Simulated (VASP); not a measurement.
Set up this calculation in VASP 6.6.1, as the native input.

```yaml
Task: single point
Functional: LDA
Potentials_or_basis: VASP PAW LDA potentials, release 64 (C, H)
Cutoff: 520 eV
k_mesh: 1 × 1 × 1
Occupations: fermi-dirac, width 0.02 eV
Spin: no spin polarisation
Dipole_correction: no
Further_INCAR_settings: LREAL = Auto; ALGO = Normal; EDIFF = 1e-06; NBANDS = 58
```

The structure of H4C lies in POSCAR:

```
H4C
1.0
    7.3876590000      0.0000000000      0.0000000000
    0.0000000000      7.3876590000      0.0000000000
    0.0000000000      0.0000000000      7.3876590000
C H
8 32
Direct
    0.5146691259      0.5536259863      0.4497365133
    0.8135459420      0.3414072036      0.0899879109
    0.3925465428      0.5353387318      0.8687461075
    0.0722014917      0.9695628886      0.7391109958
    0.9240816340      0.3913824393      0.6880528730
    0.0982449244      0.1520779451      0.3460500816
    0.7565590128      0.8327536504      0.1315843084
    0.5299107606     -0.0147272634      0.6632818326
    0.6586930989      0.5338768343      0.3967968744
    0.5342829170      0.6042509542      0.5865051432
    0.4100487042      0.4362274978      0.4322478880
    0.4573708667      0.6470114552      0.3643779444
    0.9201967768      0.4417772937      0.0764247511
    0.8327671865      0.2233589829     -0.0062130642
    0.7015212803      0.4127965300      0.0264495153
    0.7631510875      0.3096515418      0.2264858191
    0.2886841420      0.6296175825      0.8138572720
    0.5128958984      0.6145519169      0.9137265269
    0.4223665440      0.4136493035      0.7895058502
    0.3310385604      0.4890453119      0.9930886090
    0.0494473283      1.0121609565      0.8759202340
    0.2107298131      0.8987691500      0.7505354538
    0.0818256500      1.0903860073      0.6584359132
   -0.0436268106      0.8817272156      0.7034434047
    0.9500303141      0.3018547553      0.8148318703
    0.8863565576      0.5345401026      0.7662779238
    0.8292748758      0.2968464029      0.6084606775
    1.0509012395      0.3991927619      0.6013406953
    0.0077697143      0.2672700513      0.4239096580
    0.2082391729      0.2044761405      0.2694358253
   -0.0017055470      0.0649596848      0.2727657029
    0.1564501014      0.0722014917      0.4645179210
    0.8223714711      0.6919918746      0.1221361192
    0.8478734603      0.9444940542      0.1395570640
    0.7045669000      0.8223037907      0.2751209822
    0.6487170022      0.8471425116      0.0304155890
    0.5094035878     -0.1238010580      0.5656866404
    0.6061189343      0.0795786595      0.5593382153
    0.6380234930     -0.0326219713      0.7543932388
    0.4102517455      0.0150115212      0.7366745000
```

These files were run (other wordings do the same):

INCAR

```
SYSTEM = H4C
  PREC = Accurate
  ENCUT = 520
  EDIFF = 1E-6
  ISMEAR = -1
  SIGMA = 0.02
  LREAL = Auto
  LASPH = .TRUE.
  NELM = 120
  ALGO = Normal
  ISIF = 2
  LWAVE = .FALSE.
  LCHARG = .FALSE.
  GGA = CA
  NBANDS = 58
  GGA_COMPAT = .FALSE.
```

KPOINTS

```
Automatic mesh
0
G
  1 1 1
  0 0 0
```

Potentials or basis: VASP PAW LDA potentials, release 64 (C, H).

Launch:

```bash
$ cat potpaw_LDA.64/C/POTCAR potpaw_LDA.64/H/POTCAR > POTCAR
$ mpirun -np 1 vasp_gam > vasp.out
```

Results of the run:

| Item | Value |
| --- | --- |
| Pressure | -0.8 GPa |
| Largest force | 3.827 eV/Å |
| Band gap on the k mesh | 6.03 eV |

Caveat: the k points lie up to 0.85 Å⁻¹ apart.

Run time: 34 s on 1 thread of AMD EPYC 9R45 (Zen 5) (shared host), peak memory 0.24 GiB.
